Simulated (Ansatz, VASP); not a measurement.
# Two plane-wave programs on H

```
CELL_PARAMETERS angstrom
15.00000 0.00000 0.00000
0.00000 15.50000 0.00000
0.00000 0.00000 16.00000
ATOMIC_POSITIONS crystal
H 0.47680 0.49905 0.50111
H 0.52320 0.50095 0.49889
```

Alike in both runs: task relaxation of the atoms; functional r2SCAN; k mesh 1 × 1 × 1; occupations gaussian, width 0.005 eV; no spin polarisation.

|  | VASP | Ansatz |
| --- | --- | --- |
| version | VASP 6.6.1 | Ansatz 0.2.0 |
| potentials or method | VASP PAW PBE potentials, release 64 (H), cutoff 500 eV | scalar-relativistic, plane waves, PAW |
| valence electrons in the cell | 2 | 2 |

```tsv
	VASP	Ansatz	Ansatz less VASP
gap on the k mesh at the Fermi level, each at its own relaxed structure (eV)	10.83	10.86	+0.026
```

VASP's potentials were made for PBE, not for r2SCAN.
